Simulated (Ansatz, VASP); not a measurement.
**One calculation of BeS, two programs**

```
CELL_PARAMETERS angstrom
0.00000 2.57233 2.57233
2.57233 0.00000 2.57233
2.57233 2.57233 0.00000
ATOMIC_POSITIONS crystal
Be 0.00000 0.00000 0.00000
S 0.25000 0.25000 0.25000
```

Change from the starting cell: hydrostatic strain +5.7%.

Alike in both runs: task single point; functional HSE06; k mesh 6 × 6 × 6; no spin polarisation.

|  | VASP | Ansatz |
| --- | --- | --- |
| version | VASP 6.6.1 | Ansatz 0.2.0 |
| potentials or method | VASP PAW PBE potentials, release 64 (Be, S) | plane waves, PAW |
| plane-wave cutoff (eV) | 520 | 420 |
| occupations | gaussian, width 0.01 eV | fixed |
| valence electrons in the cell | 8 | 8 |

|  | VASP | Ansatz | Ansatz less VASP |
| --- | --- | --- | --- |
| gap on the k mesh at the Fermi level (eV) | 4.38 | 4.39 | +0.006 |
| pressure (GPa) | -12.5 | -12.5 | +0.08 |

Ansatz's warnings: stress exchange threshold loose, stress scf threshold loose.
